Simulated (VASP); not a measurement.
The system is Al.

```xyz
1
Lattice="0.0000 2.0248 2.0248 2.0248 0.0000 2.0248 2.0248 2.0248 0.0000" Properties=species:S:1:pos:R:3 pbc="T T T"
Al    0.0000    0.0000    0.0000
```

```yaml
Program: VASP 6.6.1
Task: relaxation of cell and atoms
Functional: PBE
Dispersion: D3(BJ)
Potentials_or_basis: VASP PAW PBE potentials, release 64 (Al)
Cutoff: 600 eV
k_mesh: 18 × 18 × 18
Occupations: gaussian, width 0.1 eV
Spin: no spin polarisation
```

At the start: pressure -3.8 GPa; volume 16.60 Å³/atom.

Where does the relaxation end?

Over 3 steps the energy falls by 10.4 meV/atom and the volume is 15.78 Å³/atom (-5.0 %); space group Fm-3m (No. 225, to 0.05 Å).

Step by step:
| step | energy change (eV) | largest force (eV/Å) | pressure (GPa) | volume (Å³) |
| --- | --- | --- | --- | --- |
| 1 | 0.0000 | 0.0000 | -3.85 | 16.60 |
| 2 | -0.0101 | 0.0000 | 0.65 | 15.66 |
| 3 | -0.0104 | 0.0000 | 0.01 | 15.78 |

Final structure:
```xyz
1
Lattice="0.0000 1.9908 1.9908 1.9908 0.0000 1.9908 1.9908 1.9908 0.0000" Properties=species:S:1:pos:R:3 pbc="T T T"
Al    0.0000    0.0000    0.0000
```

Caveat: pairwise dispersion overbinds metals, which lowers pressure and volume.
